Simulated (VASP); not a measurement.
# Sn3Se2 (P4mm) in VASP: single point with PBE

Aim: the single point of Sn3Se2 with PBE.

Everything below comes from runs of VASP 6.6.1. Logs are shortened: lines on timing, memory, paths and dates and some standing lists are left out, and cuts for length are marked.

## (1) The cell of the first run

Symmetry: P4mm, No. 99, tetragonal system. Conventional cell: a = 4.231 Å, b = 4.231 Å, c = 8.432 Å, α = 90.00°, β = 90.00°, γ = 90.00°. Sn (site symmetry 2mm) has 4 Sn at 2.99 Å and 4 Se at 3.06 to 3.62 Å within 3.9 Å. Sn (site symmetry 4mm) has 5 Se at 2.77 to 3.04 Å within 3.6 Å. Within 3.6 Å of Se (site symmetry 4mm) lie 5 Sn at 2.77 to 3.06 Å. Se (site symmetry 4mm) has 8 Sn at 3.04 to 3.62 Å within 4.0 Å.

## (2) Single point, PBE

File INCAR:

```
PREC     = Accurate       # precision mode
ENCUT    = 500            # plane-wave cutoff, eV
EDIFF    = 1E-6           # SCF threshold, eV
ISMEAR   = 0              # smearing method
SIGMA    = 0.2            # smearing width, eV
LREAL    = F              # projectors in reciprocal space
LASPH    = T              # aspherical terms in the spheres
NELM     = 120            # most SCF steps
ALGO     = Normal         # electronic algorithm
ISIF     = 2              # what is computed and relaxed
LWAVE    = F              # write WAVECAR
LCHARG   = T              # write CHGCAR
GGA      = PE             # functional
LELF     = T              # ELF
LVHAR    = T            
NBANDS   = 35             # bands
GGA_COMPAT= F
```

File KPOINTS:

```
Automatic mesh
0
Gamma
  4 4 3
```

File POSCAR:

```
Sn3Se2
1.0
    4.2313970843      0.0000000000      0.0000000000
    0.0000000000      4.2313970843      0.0000000000
    0.0000000000      0.0000000000      8.4321782782
Sn Se
3 2
Direct
    0.5000000000      0.0000000000      0.9551567590
    0.0000000000      0.5000000000      0.9551567590
    0.0000000000      0.0000000000      0.3640316288
    0.0000000000      0.0000000000      0.6922553223
    0.5000000000      0.5000000000      0.3033994509
```

Potentials or basis: VASP PAW PBE potentials, release 64 (Sn_d, Se).

Started as:

```bash
> cat potpaw_PBE.64/Sn_d/POTCAR potpaw_PBE.64/Se/POTCAR > POTCAR
> mpirun -np 1 vasp_std > vasp.out
```

OUTCAR:

```text
PREC = Accurate
   ENCUT = 500
   EDIFF = 1E-6
   ISMEAR = 0
   LREAL = F
   LASPH = T
   NELM = 120
   ISIF = 2
   GGA = PE

 ion  position               nearest neighbor table
   1  0.500  0.000  0.955-   2 2.99   2 2.99   2 2.99   2 2.99   4 3.06   4 3.06
   2  0.000  0.500  0.955-   1 2.99   1 2.99   1 2.99   1 2.99   4 3.06   4 3.06
   3  0.000  0.000  0.364-   4 2.77   5 3.04   5 3.04   5 3.04   5 3.04
   4  0.000  0.000  0.692-   3 2.77   2 3.06   1 3.06   2 3.06   1 3.06
   5  0.500  0.500  0.303-   3 3.04   3 3.04   3 3.04   3 3.04

  LATTYP: Found a simple tetragonal cell.
 ALAT       =     4.2313970843
 C/A-ratio  =     1.9927645906

  Lattice vectors:

 A1 = (   4.2313970843,   0.0000000000,   0.0000000000)
 A2 = (   0.0000000000,   4.2313970843,   0.0000000000)
 A3 = (   0.0000000000,   0.0000000000,   8.4321782782)

Analysis of symmetry for initial positions (statically):
=====================================================================
 Subroutine PRICEL returns:
 Original cell was already a primitive cell.

 Routine SETGRP: Setting up the symmetry group for a
 simple tetragonal supercell.

 Subroutine GETGRP returns: Found  8 space group operations
 (whereof  8 operations were pure point group operations)
 out of a pool of 16 trial point group operations.

The static configuration has the point symmetry C_4v.

Analysis of symmetry for dynamics (positions and initial velocities):
=====================================================================
 Subroutine PRICEL returns:
 Original cell was already a primitive cell.

 Routine SETGRP: Setting up the symmetry group for a
 simple tetragonal supercell.

 Subroutine GETGRP returns: Found  8 space group operations
 (whereof  8 operations were pure point group operations)
 out of a pool of 16 trial point group operations.

The dynamic configuration has the point symmetry C_4v.

 Subroutine INISYM returns: Found  8 space group operations
 (whereof  8 operations are pure point group operations),
 and found     1 'primitive' translations

----------------------------------------------------------------------------------------

                                     Primitive cell

  volume of cell :     150.9758

  direct lattice vectors                    reciprocal lattice vectors
     4.231397084  0.000000000  0.000000000     0.236328565  0.000000000  0.000000000
     0.000000000  4.231397084  0.000000000     0.000000000  0.236328565  0.000000000
     0.000000000  0.000000000  8.432178278     0.000000000  0.000000000  0.118593318

  length of vectors
     4.231397084  4.231397084  8.432178278     0.236328565  0.236328565  0.118593318

  position of ions in fractional coordinates (direct lattice)
     0.500000000  0.000000000  0.955156759
     0.000000000  0.500000000  0.955156759
     0.000000000  0.000000000  0.364031629
     0.000000000  0.000000000  0.692255322
     0.500000000  0.500000000  0.303399451

  ion indices of the primitive-cell ions
   primitive index   ion index
                 1           1
                 2           2
                 3           3
                 4           4
                 5           5

----------------------------------------------------------------------------------------

 KPOINTS: Automatic mesh

Automatic generation of k-mesh.
 Grid dimensions read from file:
 generate k-points for:    4    4    3

 Generating k-lattice:

  Cartesian coordinates                     Fractional coordinates (reciprocal lattice)
     0.059082141  0.000000000  0.000000000     0.250000000  0.000000000  0.000000000
     0.000000000  0.059082141  0.000000000     0.000000000  0.250000000  0.000000000
     0.000000000  0.000000000  0.039531106     0.000000000  0.000000000  0.333333333

  Length of vectors
     0.059082141  0.059082141  0.039531106

  Shift w.r.t. Gamma in fractional coordinates (k-lattice)
     0.000000000  0.000000000  0.000000000

 Subroutine IBZKPT returns following result:
 ===========================================

 Found     12 irreducible k-points:

 Following reciprocal coordinates:
            Coordinates               Weight
  0.000000  0.000000  0.000000      1.000000
  0.250000  0.000000  0.000000      4.000000
  0.500000  0.000000  0.000000      2.000000
  0.250000  0.250000  0.000000      4.000000
  0.500000  0.250000  0.000000      4.000000
  0.500000  0.500000  0.000000      1.000000
  0.000000  0.000000  0.333333      2.000000
  0.250000  0.000000  0.333333      8.000000
  0.500000  0.000000  0.333333      4.000000
  0.250000  0.250000  0.333333      8.000000
  0.500000  0.250000  0.333333      8.000000
  0.500000  0.500000  0.333333      2.000000
   k-points           NKPTS =     12   k-points in BZ     NKDIM =     12   number of bands    NBANDS=     35
   number of dos      NEDOS =    301   number of ions     NIONS =      5
   total plane-waves  NPLWV =  65536
   dimension x,y,z NGX =    32 NGY =   32 NGZ =   64
   dimension x,y,z NGXF=    64 NGYF=   64 NGZF=  128
   ions per type =               3   2
   NGX,Y,Z   is equivalent  to a cutoff of  12.57, 12.57, 12.62 a.u.
   NGXF,Y,Z  is equivalent  to a cutoff of  25.14, 25.14, 25.24 a.u.
 SYSTEM =  unknown system
   PREC   = accura    normal or accurate (medium, high low for compatibility)
   ISTART =      0    job   : 0-new  1-cont  2-samecut
   ICHARG =      2    charge: 1-file 2-atom 10-const
   ISPIN  =      1    spin polarized calculation?
   LNONCOLLINEAR =      F non collinear calculations
   LSORBIT =      F    spin-orbit coupling
   LASPH  =      T    aspherical Exc in radial PAW
   ENCUT  =  500.0 eV  36.75 Ry    6.06 a.u.   7.71  7.71 15.37*2*pi/ulx,y,z
   NELM   =    120;   NELMIN=  2; NELMDL= -5     # of ELM steps
   EDIFF  = 0.1E-05   stopping-criterion for ELM
   LREAL  =      F    real-space projection
   EDIFFG = 0.1E-04   stopping-criterion for IOM
   NSW    =      0    number of steps for IOM
   IBRION =     -1    ionic relax: 0-MD 1-quasi-New 2-CG
   NFREE  =      0    steps in history (QN), initial steepest desc. (CG)
   ISIF   =      2    stress and relaxation
   ISYM   =      2    0-nonsym 1-usesym 2-fastsym
   POTIM  = 0.5000    time-step for ionic-motion
   TEBEG  =    0.0;   TEEND  =   0.0 temperature during run
   PSTRESS=    0.0 pullay stress
   NELECT =      54.0000    total number of electrons
   NUPDOWN=      -1.0000    fix difference up-down
   EMIN   =  10.00;   EMAX   =-10.00  energy-range for DOS
   EFERMI =   0.00;   METHOD = LEGACY
   ISMEAR =     0;   SIGMA  =   0.20  broadening in eV -4-tet -1-fermi 0-gaus
   EFERMI_NEDOS =   21; number of points for ismear=-14 and -15
   IALGO  =     38    algorithm
   IMIX   =      4    mixing-type and parameters
     AMIX     =   0.40;   BMIX     =  1.00
     AMIX_MAG =   1.60;   BMIX_MAG =  1.00
  volume/ion in A,a.u.               =      30.20       203.77
  Fermi-wavevector in a.u.,A,eV,Ry     =   1.162083  2.196018 18.373794  1.350436
  Thomas-Fermi vector in A             =   2.298648
   LORBIT       =      0    0 simple, 1 ext, 2 COOP (PROOUT), +10 PAW based schemes
   GGA     = PE    functional components
   LHFCALC =     F    Hartree Fock is set to
   AEXX    =    0.0000 exact exchange contribution
   IVDW    =     0    specifies the selected vdW correction
   LEPSILON=     F    determine dielectric tensor
   LRPA    =     F    only Hartree local field effects (RPA)
 non-spin polarized calculation
 Gauss-broadening in eV      SIGMA  =   0.20
  energy-cutoff  :      500.00
  volume of cell :      150.98
 maximum number of plane-waves:      3860
 NGX is ok and might be reduce to    32
   NGX = 15   NGY = 15   NGZ = 31

 number of electron      54.0000006 magnetization

 Free energy of the ion-electron system (eV)
  ---------------------------------------------------
  ext. energy  EPLUGINS =         0.00000000
  ---------------------------------------------------
  free energy    TOTEN  =       -19.03296604 eV

  energy without entropy =      -18.97540876  energy(sigma->0) =      -19.00418740

 E-fermi :   4.9101     XC(G=0):  -9.1549

 val. band max:        4.8768907585   @ k =   0.2500   0.0000   0.0000
 cond. band min:       4.9870399101   @ k =   0.2500   0.0000   0.3333
 fundamental gap:      0.1101491515
 Fermi energy:         4.9100849761

 k-point     1 :       0.0000    0.0000    0.0000
  band No.  band energies     occupation
      1     -17.1559      2.00000
      2     -17.0141      2.00000
      3     -16.9819      2.00000
      4     -16.9255      2.00000
      5     -16.9255      2.00000
      6     -16.7956      2.00000
[... 27 lines left out ...]
     34       9.6688      0.00000
     35       9.8359      0.00000

 k-point     2 :       0.2500    0.0000    0.0000
  band No.  band energies     occupation
      1     -17.0721      2.00000
      2     -16.9763      2.00000
      3     -16.9333      2.00000
      4     -16.9099      2.00000
      5     -16.9066      2.00000
      6     -16.8179      2.00000
[... 27 lines left out ...]
     34       8.9869      0.00000
     35       9.5088      0.00000

 k-point     3 :       0.5000    0.0000    0.0000
  band No.  band energies     occupation
      1     -16.8914      2.00000
      2     -16.8901      2.00000
      3     -16.8734      2.00000
      4     -16.8657      2.00000
      5     -16.8616      2.00000
      6     -16.8607      2.00000
[... 27 lines left out ...]
     34       7.9408      0.00000
     35       9.5328      0.00000
[... 267 lines left out ...]
 k-point    11 :       0.5000    0.2500    0.3333
  band No.  band energies     occupation
      1     -16.9968      2.00000
      2     -16.9966      2.00000
      3     -16.9317      2.00000
      4     -16.9163      2.00000
      5     -16.8155      2.00000
      6     -16.8144      2.00000
[... 27 lines left out ...]
     34      10.0559      0.00000
     35      10.7909      0.00000

 k-point    12 :       0.5000    0.5000    0.3333
  band No.  band energies     occupation
      1     -17.0466      2.00000
      2     -17.0466      2.00000
      3     -16.9582      2.00000
      4     -16.9403      2.00000
      5     -16.8078      2.00000
      6     -16.8078      2.00000
[... 27 lines left out ...]
     34       9.8888      0.00000
     35      13.1195      0.00000

------------------------ aborting loop because EDIFF is reached ----------------------------------------

  FORCE on cell =-STRESS in cart. coord.  units (eV):
  Direction    XX          YY          ZZ          XY          YZ          ZX
  --------------------------------------------------------------------------------------
  -------------------------------------------------------------------------------------
  Total        0.0822372      0.0822372     -0.2473573      0.0000000     -0.0000000      0.0000000
  in kB        0.8727133      0.8727133     -2.6249916      0.0000000     -0.0000000      0.0000000
  external PRESSURE =      -0.2931883 kB  Pullay stress =       0.0000000 kB

 VOLUME and BASIS-vectors are now :
 -----------------------------------------------------------------------------
  energy-cutoff  :      500.00
  volume of cell :      150.98
      direct lattice vectors                 reciprocal lattice vectors
     4.231397084  0.000000000  0.000000000     0.236328565  0.000000000  0.000000000
     0.000000000  4.231397084  0.000000000     0.000000000  0.236328565  0.000000000
     0.000000000  0.000000000  8.432178278     0.000000000  0.000000000  0.118593318

 POSITION                                       TOTAL-FORCE (eV/Angst)
 -----------------------------------------------------------------------------------
      2.11570      0.00000      8.05405         0.000000      0.000000      0.012004
      0.00000      2.11570      8.05405         0.000000      0.000000      0.012004
      0.00000      0.00000      3.06958         0.000000      0.000000      0.029611
      0.00000      0.00000      5.83722         0.000000      0.000000     -0.024195
      2.11570      2.11570      2.55832         0.000000     -0.000000     -0.029423
 -----------------------------------------------------------------------------------
    total drift:                                0.000000      0.000000     -0.000051

  FREE ENERGIE OF THE ION-ELECTRON SYSTEM (eV)
  ---------------------------------------------------
  free  energy   TOTEN  =       -19.0329660357 eV

  energy  without entropy=      -18.9754087565  energy(sigma->0) =      -19.00418740
```

Wall time 30 s (1 thread of Intel Xeon 6975P-C (Granite Rapids), shared host); peak memory 0.25 GiB.

What came out:

```
Free energy            : -19.0330 eV
Pressure               : 0.0 GPa
Largest force          : 0.030 eV/Å
Band gap on the k mesh : zero (band 27 reaches 5.66 eV, above the bottom of band 28 at 3.64 eV)
```

Forces on the atoms (eV/Å):
```
Sn   0.000  0.000  0.012
Sn   0.000  0.000  0.012
Sn   0.000  0.000  0.030
Se   0.000  0.000 -0.024
Se   0.000  0.000 -0.029
```

Stress tensor (GPa, compression positive):
```
 0.09  0.00  0.00
 0.00  0.09  0.00
 0.00  0.00 -0.26
```

Levels at points of the mesh, in eV from the Fermi level:
```csv
k point,band 25,band 26,band 27,band 28,band 29,band 30
"(0.00, 0.00, 0.00)",-2.12,-2.12,-0.23,-0.23,0.63,2.64
"(0.50, 0.00, 0.00)",-1.18,-0.51,0.14,0.53,1.23,1.71
"(0.50, 0.50, 0.00)",-2.56,-2.56,-1.36,-0.46,2.19,2.42
```

Caveat: the k points lie up to 0.37 Å⁻¹ apart; spin-orbit coupling is left out, which moves the levels of the heavy elements.
